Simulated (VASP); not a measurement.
Write the native input for VASP 6.6.1 that does the following.

- Task: single point
- Functional: LDA
- Potentials or basis: VASP PAW LDA potentials, release 64 (C)
- Cutoff: 520 eV
- k mesh: 20 × 20 × 20
- Occupations: fermi-dirac, width 0.08 eV
- Spin: no spin polarisation
- Dipole correction: no
- Further INCAR settings: ALGO = Normal; EDIFF = 1e-06; NBANDS = 11

The structure of C lies in POSCAR:

```
C
1.0
    0.0000000000      1.7592970453      1.7592970453
    1.7592970453      0.0000000000      1.7592970453
    1.7592970453      1.7592970453      0.0000000000
C
2
Direct
    0.5000000000      0.5000000000      0.5000000000
    0.7500000000      0.7500000000      0.7500000000
```

This cell differs from its parent crystal: volume scaled by 0.96.

The input as run:

INCAR

```
SYSTEM = C
PREC = Accurate
ENCUT = 520
EDIFF = 1E-6
ISMEAR = -1
SIGMA = 0.08
LREAL = .FALSE.
LASPH = .TRUE.
NELM = 100
ALGO = Normal
ISIF = 2
LWAVE = .FALSE.
LCHARG = .TRUE.
LELF = .TRUE.
LVHAR = .TRUE.
NBANDS = 11
```

KPOINTS

```
Automatic mesh
0
G
  20 20 20
  0 0 0
```

Potentials or basis: VASP PAW LDA potentials, release 64 (C).

Launch:

```bash
$ cat potpaw_LDA.64/C/POTCAR > POTCAR
$ mpirun -np 1 vasp_std > vasp.out
```

Results of the run:

* Pressure: 7.0 GPa
* Band gap on the k mesh: 4.20 eV, indirect (least direct gap 5.66 eV)

It took 20 s on 1 thread of AMD EPYC 9R14 (Zen 4), with other jobs on the host, peak memory 0.1 GiB.
